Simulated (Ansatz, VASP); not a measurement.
**Two plane-wave programs on NaCl**

```
Na Cl
1.0
     0.00000    2.80273    2.80273
     2.80273    0.00000    2.80273
     2.80273    2.80273    0.00000
Na Cl
1 1
Cartesian
  0.0000 0.0000 0.0000
  2.8027 2.8027 2.8027
```

Alike in both runs: task single point; functional PBE0; k mesh 6 × 6 × 6; no spin polarisation.

```csv
,VASP,Ansatz
version,VASP 6.6.1,Ansatz 0.2.0
potentials or method,"VASP PAW PBE potentials, release 64 (Na_pv, Cl)","plane waves, PAW"
plane-wave cutoff (eV),520,420
occupations,"gaussian, width 0.01 eV",fixed
valence electrons in the cell,14,16
```

|  | VASP | Ansatz | Ansatz less VASP |
| --- | --- | --- | --- |
| gap on the k mesh at the Fermi level (eV) | 7.28 | 7.28 | +0.001 |
| pressure (GPa) | 0.6 | 0.6 | -0.02 |

VASP's potentials hold 14 valence electrons a cell and Ansatz's 16, so a difference there can come from the potentials and not from the codes. Ansatz's warnings: stress exchange threshold loose, stress scf threshold loose.
